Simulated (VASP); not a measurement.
# BaS (P4/mmm) in VASP: a series of runs

The runs below take BaS through single point, with r2SCAN.

All numbers are computed with VASP 6.6.1; they aren't measurements. Logs are shortened: lines on timing, memory, paths and dates and some standing lists are left out, and cuts for length are marked.

### 1 The cell of the first run

Symmetry: P4/mmm, No. 123, tetragonal system. Conventional cell: a = 3.724 Å, b = 3.724 Å, c = 3.860 Å, α = 90.00°, β = 90.00°, γ = 90.00°. Within 4.3 Å of Ba (site symmetry 4/mmm) lie 8 S at 3.26 Å and 6 Ba at 3.72 to 3.86 Å. Within 4.3 Å of S (site symmetry 4/mmm) lie 8 Ba at 3.26 Å and 6 S at 3.72 to 3.86 Å.

### 2 Single point, r2SCAN (epitaxial xy strain -2.9%)

Input file POSCAR:

```
BaS
1.0
    3.7241127791      0.0000000000      0.0000000000
    0.0000000000      3.7241127791      0.0000000000
    0.0000000000      0.0000000000      3.8603975376
Ba S
1 1
Direct
    0.0000000000      0.0000000000      0.0000000000
    0.5000000000      0.5000000000      0.5000000000
```

Input file INCAR.step1:

```
PREC = Accurate
ENCUT = 520
ISMEAR = 0
SIGMA = 0.01
LREAL = F
LASPH = T
NELM = 80
NBANDS = 15
GGA = PE
ALGO = Normal
EDIFF = 1E-4
LWAVE = T
LCHARG = F
```

Input file INCAR.step2:

```
PREC = Accurate
ENCUT = 520
EDIFF = 1E-6
ISMEAR = 0
SIGMA = 0.01
LREAL = F
LASPH = T
NELM = 80
ALGO = Normal
ISIF = 2
LWAVE = F
LCHARG = F
METAGGA = R2SCAN
LMIXTAU = T
NBANDS = 15
ISTART = 1
```

Input file KPOINTS:

```
Automatic mesh
0
Gamma
  6 6 6
```

Potentials or basis: VASP PAW PBE potentials, release 64 (Ba_sv, S).

The run is started by

```
$ cat potpaw_PBE.64/Ba_sv/POTCAR potpaw_PBE.64/S/POTCAR > POTCAR
$ cp INCAR.step1 INCAR
$ mpirun -np 1 vasp_std > vasp.out
$ cp INCAR.step2 INCAR
$ mpirun -np 1 vasp_std > vasp.out
```

OUTCAR:

```text
PREC = Accurate
   ENCUT = 520
   EDIFF = 1E-6
   ISMEAR = 0
   LREAL = F
   LASPH = T
   NELM = 80
   ISIF = 2
   METAGGA = R2SCAN
   ISTART = 1

 ion  position               nearest neighbor table
   1  0.000  0.000  0.000-   2 3.26   2 3.26   2 3.26   2 3.26   2 3.26   2 3.26   2 3.26   2 3.26

   2  0.500  0.500  0.500-   1 3.26   1 3.26   1 3.26   1 3.26   1 3.26   1 3.26   1 3.26   1 3.26

  LATTYP: Found a simple tetragonal cell.
 ALAT       =     3.7241127791
 C/A-ratio  =     1.0365952286

  Lattice vectors:

 A1 = (   3.7241127791,   0.0000000000,   0.0000000000)
 A2 = (   0.0000000000,   3.7241127791,   0.0000000000)
 A3 = (   0.0000000000,   0.0000000000,   3.8603975376)

Analysis of symmetry for initial positions (statically):
=====================================================================
 Subroutine PRICEL returns:
 Original cell was already a primitive cell.

 Routine SETGRP: Setting up the symmetry group for a
 simple tetragonal supercell.

 Subroutine GETGRP returns: Found 16 space group operations
 (whereof 16 operations were pure point group operations)
 out of a pool of 16 trial point group operations.

The static configuration has the point symmetry D_4h.

Analysis of symmetry for dynamics (positions and initial velocities):
=====================================================================
 Subroutine PRICEL returns:
 Original cell was already a primitive cell.

 Routine SETGRP: Setting up the symmetry group for a
 simple tetragonal supercell.

 Subroutine GETGRP returns: Found 16 space group operations
 (whereof 16 operations were pure point group operations)
 out of a pool of 16 trial point group operations.

The dynamic configuration has the point symmetry D_4h.

 Subroutine INISYM returns: Found 16 space group operations
 (whereof 16 operations are pure point group operations),
 and found     1 'primitive' translations

----------------------------------------------------------------------------------------

                                     Primitive cell

  volume of cell :      53.5399

  direct lattice vectors                    reciprocal lattice vectors
     3.724112779  0.000000000  0.000000000     0.268520332  0.000000000  0.000000000
     0.000000000  3.724112779  0.000000000     0.000000000  0.268520332  0.000000000
     0.000000000  0.000000000  3.860397538     0.000000000  0.000000000  0.259040679

  length of vectors
     3.724112779  3.724112779  3.860397538     0.268520332  0.268520332  0.259040679

  position of ions in fractional coordinates (direct lattice)
     0.000000000  0.000000000  0.000000000
     0.500000000  0.500000000  0.500000000

  ion indices of the primitive-cell ions
   primitive index   ion index
                 1           1
                 2           2

----------------------------------------------------------------------------------------

 KPOINTS: Automatic mesh

Automatic generation of k-mesh.
 Grid dimensions read from file:
 generate k-points for:    6    6    6

 Generating k-lattice:

  Cartesian coordinates                     Fractional coordinates (reciprocal lattice)
     0.044753389  0.000000000  0.000000000     0.166666667  0.000000000  0.000000000
     0.000000000  0.044753389  0.000000000     0.000000000  0.166666667  0.000000000
     0.000000000  0.000000000  0.043173447     0.000000000  0.000000000  0.166666667

  Length of vectors
     0.044753389  0.044753389  0.043173447

  Shift w.r.t. Gamma in fractional coordinates (k-lattice)
     0.000000000  0.000000000  0.000000000

 Subroutine IBZKPT returns following result:
 ===========================================

 Found     40 irreducible k-points:

 Following reciprocal coordinates:
            Coordinates               Weight
  0.000000  0.000000  0.000000      1.000000
  0.166667  0.000000  0.000000      4.000000
  0.333333  0.000000  0.000000      4.000000
  0.500000  0.000000  0.000000      2.000000
  0.166667  0.166667  0.000000      4.000000
  0.333333  0.166667  0.000000      8.000000
[... 16 lines left out ...]
  0.333333  0.000000  0.333333      8.000000
  0.500000  0.000000  0.333333      4.000000
 [... further k-points ...]
   k-points           NKPTS =     40   k-points in BZ     NKDIM =     40   number of bands    NBANDS=     15
   number of dos      NEDOS =    301   number of ions     NIONS =      2
   total plane-waves  NPLWV =  23520
   dimension x,y,z NGX =    28 NGY =   28 NGZ =   30
   dimension x,y,z NGXF=    56 NGYF=   56 NGZF=   60
   ions per type =               1   1
   NGX,Y,Z   is equivalent  to a cutoff of  12.50, 12.50, 12.92 a.u.
   NGXF,Y,Z  is equivalent  to a cutoff of  25.00, 25.00, 25.84 a.u.
 SYSTEM =  unknown system
   PREC   = accura    normal or accurate (medium, high low for compatibility)
   ISTART =      1    job   : 0-new  1-cont  2-samecut
   ICHARG =      0    charge: 1-file 2-atom 10-const
   ISPIN  =      1    spin polarized calculation?
   LNONCOLLINEAR =      F non collinear calculations
   LSORBIT =      F    spin-orbit coupling
   LASPH  =      T    aspherical Exc in radial PAW
   ENCUT  =  520.0 eV  38.22 Ry    6.18 a.u.   6.92  6.92  7.18*2*pi/ulx,y,z
   NELM   =     80;   NELMIN=  2; NELMDL=  0     # of ELM steps
   EDIFF  = 0.1E-05   stopping-criterion for ELM
   LREAL  =      F    real-space projection
   EDIFFG = 0.1E-04   stopping-criterion for IOM
   NSW    =      0    number of steps for IOM
   IBRION =     -1    ionic relax: 0-MD 1-quasi-New 2-CG
   NFREE  =      0    steps in history (QN), initial steepest desc. (CG)
   ISIF   =      2    stress and relaxation
   ISYM   =      2    0-nonsym 1-usesym 2-fastsym
   POTIM  = 0.5000    time-step for ionic-motion
   TEBEG  =    0.0;   TEEND  =   0.0 temperature during run
   PSTRESS=    0.0 pullay stress
   NELECT =      16.0000    total number of electrons
   NUPDOWN=      -1.0000    fix difference up-down
   EMIN   =  10.00;   EMAX   =-10.00  energy-range for DOS
   EFERMI =   0.00;   METHOD = LEGACY
   ISMEAR =     0;   SIGMA  =   0.01  broadening in eV -4-tet -1-fermi 0-gaus
   EFERMI_NEDOS =   21; number of points for ismear=-14 and -15
   IALGO  =     38    algorithm
   IMIX   =      4    mixing-type and parameters
     AMIX     =   0.40;   BMIX     =  1.00
     AMIX_MAG =   1.60;   BMIX_MAG =  1.00
  volume/ion in A,a.u.               =      26.77       180.65
  Fermi-wavevector in a.u.,A,eV,Ry     =   1.094516  2.068336 16.299318  1.197966
  Thomas-Fermi vector in A             =   2.230823
   LORBIT       =      0    0 simple, 1 ext, 2 COOP (PROOUT), +10 PAW based schemes
   METAGGA = R2SCAN    functional components
   LHFCALC =     F    Hartree Fock is set to
   AEXX    =    0.0000 exact exchange contribution
   IVDW    =     0    specifies the selected vdW correction
   LEPSILON=     F    determine dielectric tensor
   LRPA    =     F    only Hartree local field effects (RPA)
 non-spin polarized calculation
 Gauss-broadening in eV      SIGMA  =   0.01
  energy-cutoff  :      520.00
  volume of cell :       53.54
 maximum number of plane-waves:      1462
 NGX is ok and might be reduce to    28
   NGX = 13   NGY = 13   NGZ = 15

 number of electron      16.0000000 magnetization

 Free energy of the ion-electron system (eV)
  ---------------------------------------------------
  ext. energy  EPLUGINS =         0.00000000
  ---------------------------------------------------
  free energy    TOTEN  =       -38.74199233 eV

  energy without entropy =      -38.74199233  energy(sigma->0) =      -38.74199233

 E-fermi :   3.4361     XC(G=0): -10.1157

 val. band max:        3.2906874541   @ k =   0.5000   0.0000   0.5000
 cond. band min:       4.8839588095   @ k =   0.0000   0.0000   0.0000
 fundamental gap:      1.5932713554
 Fermi energy:         3.4361002790

 k-point     1 :       0.0000    0.0000    0.0000
  band No.  band energies     occupation
      1     -24.6918      2.00000
      2      -9.0832      2.00000
      3      -8.9860      2.00000
      4      -8.9860      2.00000
      5      -8.4579      2.00000
      6       2.9435      2.00000
      7       3.2142      2.00000
      8       3.2142      2.00000
      9       4.8840      0.00000
     10       4.9220      0.00000
     11       8.3414      0.00000
     12      10.3379      0.00000
     13      10.3379      0.00000
     14      10.6834      0.00000
     15      14.6449      0.00000

 k-point     2 :       0.1667    0.0000    0.0000
  band No.  band energies     occupation
      1     -24.6598      2.00000
      2      -9.7239      2.00000
      3      -9.0410      2.00000
      4      -8.9475      2.00000
      5      -7.8392      2.00000
      6       2.1508      2.00000
      7       2.7443      2.00000
      8       3.0556      2.00000
      9       5.1201      0.00000
     10       6.0815      0.00000
     11       9.2971      0.00000
     12      10.3519      0.00000
     13      10.5304      0.00000
     14      10.6013      0.00000
     15      13.2502      0.00000

 k-point     3 :       0.3333    0.0000    0.0000
  band No.  band energies     occupation
      1     -24.5944      2.00000
      2     -10.5132      2.00000
      3      -8.9543      2.00000
      4      -8.8686      2.00000
      5      -7.2233      2.00000
      6       0.7476      2.00000
      7       2.3481      2.00000
      8       2.7303      2.00000
      9       5.6954      0.00000
     10       8.5345      0.00000
     11      10.6489      0.00000
     12      10.7045      0.00000
     13      10.8218      0.00000
     14      10.9975      0.00000
     15      11.1445      0.00000
[... 343 lines left out ...]
 k-point    23 :       0.3333    0.0000    0.3333
  band No.  band energies     occupation
      1     -24.5321      2.00000
      2     -10.1579      2.00000
      3      -9.7377      2.00000
      4      -8.7958      2.00000
      5      -7.4921      2.00000
      6       1.2157      2.00000
      7       1.9705      2.00000
      8       2.9714      2.00000
      9       6.3808      0.00000
     10       8.1780      0.00000
     11       8.6067      0.00000
     12       9.7909      0.00000
     13       9.9176      0.00000
     14      12.2255      0.00000
     15      14.1340      0.00000

 k-point    24 :       0.5000    0.0000    0.3333
  band No.  band energies     occupation
      1     -24.5008      2.00000
      2     -10.3169      2.00000
      3      -9.6288      2.00000
      4      -8.7619      2.00000
      5      -7.7084      2.00000
      6       1.3191      2.00000
      7       1.8778      2.00000
      8       3.0719      2.00000
      9       6.2207      0.00000
     10       7.9042      0.00000
     11       8.6593      0.00000
     12       8.7673      0.00000
     13      10.8953      0.00000
     14      13.7329      0.00000
     15      13.8892      0.00000

 [... further k-points ...]
[... 5 lines left out ...]
  --------------------------------------------------------------------------------------
  -------------------------------------------------------------------------------------
  Total        1.8238502      1.8238502      0.3762486      0.0000000      0.0000000      0.0000000
  in kB       54.5785604     54.5785604     11.2592064      0.0000000      0.0000000      0.0000000
  external PRESSURE =      40.1387757 kB  Pullay stress =       0.0000000 kB

 VOLUME and BASIS-vectors are now :
 -----------------------------------------------------------------------------
  energy-cutoff  :      520.00
  volume of cell :       53.54
      direct lattice vectors                 reciprocal lattice vectors
     3.724112779  0.000000000  0.000000000     0.268520332  0.000000000  0.000000000
     0.000000000  3.724112779  0.000000000     0.000000000  0.268520332  0.000000000
     0.000000000  0.000000000  3.860397538     0.000000000  0.000000000  0.259040679

 POSITION                                       TOTAL-FORCE (eV/Angst)
 -----------------------------------------------------------------------------------
      0.00000      0.00000      0.00000         0.000000      0.000000      0.000000
      1.86206      1.86206      1.93020         0.000000      0.000000      0.000000
 -----------------------------------------------------------------------------------
    total drift:                               -0.000000      0.000000      0.000000

  FREE ENERGIE OF THE ION-ELECTRON SYSTEM (eV)
  ---------------------------------------------------
  free  energy   TOTEN  =       -38.7419923265 eV

  energy  without entropy=      -38.7419923265  energy(sigma->0) =      -38.74199233
```

Run time: 70 s. Hardware: 1 thread of Intel Xeon Platinum 8488C (Sapphire Rapids), shared host; peak memory 0.19 GiB.

Results:

```yaml
Free_energy: -38.7420 eV
Pressure: 4.0 GPa
Band_gap_on_the_k_mesh: 1.59 eV, indirect (least direct gap 1.67 eV)
```

Stress tensor (GPa, compression positive):
```
5.46 0.00 0.00
0.00 5.46 0.00
0.00 0.00 1.13
```

Caveat: the cell differs from its parent crystal (epitaxial xy strain -2.9%); the PAW data sets were made with another functional, which shifts forces and pressure a little; spin-orbit coupling is left out, which moves the levels of the heavy elements. A k mesh can miss the band edges.

### 3 Single point, r2SCAN (uniaxial z strain +1.5%)

Input file POSCAR:

```
BaS
1.0
    3.8337582655      0.0000000000      0.0000000000
    0.0000000000      3.8337582655      0.0000000000
    0.0000000000      0.0000000000      3.8904978878
Ba S
1 1
Direct
    0.0000000000      0.0000000000      0.0000000000
    0.5000000000      0.5000000000      0.5000000000
```

Input file INCAR.step1:

```
SYSTEM = BaS
PREC     = Accurate       ! precision mode
ENCUT    = 520            ! plane-wave cutoff, eV
ISMEAR   = 0              ! smearing method
SIGMA    = 0.01           ! smearing width, eV
LREAL    = .False.        ! projectors in reciprocal space
LASPH    = .True.         ! aspherical terms in the spheres
NELM     = 60             ! most SCF steps
NBANDS   = 15             ! bands
GGA      = PE             ! functional
ALGO     = Normal         ! electronic algorithm
EDIFF    = 1E-4           ! SCF threshold, eV
LWAVE    = .True.         ! write WAVECAR
LCHARG   = .False.        ! write CHGCAR
```

Input file INCAR.step2:

```
SYSTEM = BaS
PREC     = Accurate       ! precision mode
ENCUT    = 520            ! plane-wave cutoff, eV
EDIFF    = 1E-6           ! SCF threshold, eV
ISMEAR   = 0              ! smearing method
SIGMA    = 0.01           ! smearing width, eV
LREAL    = .False.        ! projectors in reciprocal space
LASPH    = .True.         ! aspherical terms in the spheres
NELM     = 60             ! most SCF steps
ALGO     = Normal         ! electronic algorithm
ISIF     = 2              ! what is computed and relaxed
LWAVE    = .False.        ! write WAVECAR
LCHARG   = .False.        ! write CHGCAR
METAGGA  = R2SCAN         ! meta-GGA
LMIXTAU  = .True.       
NBANDS   = 15             ! bands
ISTART   = 1
```

Input file KPOINTS:

```
regular mesh
0
Gamma
  6 6 6
  0 0 0
```

Potentials or basis: VASP PAW PBE potentials, release 64 (Ba_sv, S).

The run is started by

```
$ cat potpaw_PBE.64/Ba_sv/POTCAR potpaw_PBE.64/S/POTCAR > POTCAR
$ cp INCAR.step1 INCAR
$ mpirun -np 1 vasp_std > vasp.out
$ cp INCAR.step2 INCAR
$ mpirun -np 1 vasp_std > vasp.out
```

Wall time 84 s (1 thread of Intel Xeon Platinum 8488C (Sapphire Rapids), shared host); peak memory 0.19 GiB.

It converged, with:

| Quantity | Value |
| --- | --- |
| Free energy | -38.8025 eV |
| Pressure | 0.2 GPa |
| Band gap on the k mesh | 1.79 eV, indirect (least direct gap 1.90 eV) |

Stress tensor (GPa, compression positive):
```
 0.77  0.00  0.00
 0.00  0.77  0.00
 0.00  0.00 -0.91
```

Levels at points of the mesh, in eV from the valence-band top:
| k point | band 6 | band 7 | band 8 | band 9 | band 10 | band 11 |
| --- | --- | --- | --- | --- | --- | --- |
| (0.00, 0.00, 0.00) | -0.22 | -0.11 | -0.11 | 1.79 | 1.80 | 4.53 |
| (0.50, 0.00, 0.00) | -2.89 | -0.84 | -0.69 | 2.85 | 6.54 | 6.99 |
| (0.50, 0.50, 0.00) | -1.43 | -1.43 | -0.11 | 2.67 | 3.68 | 4.64 |
| (0.00, 0.00, 0.50) | -2.90 | -0.71 | -0.71 | 2.77 | 6.36 | 7.05 |
| (0.50, 0.00, 0.50) | -1.44 | -1.41 | 0.00 | 2.59 | 3.88 | 4.75 |
| (0.50, 0.50, 0.50) | -2.79 | -2.78 | -2.78 | 7.70 | 7.83 | 7.83 |

Caveat: the cell differs from its parent crystal (uniaxial z strain +1.5%); the PAW data sets were made with another functional, which shifts forces and pressure a little; spin-orbit coupling is left out, which moves the levels of the heavy elements. A k mesh can miss the band edges.
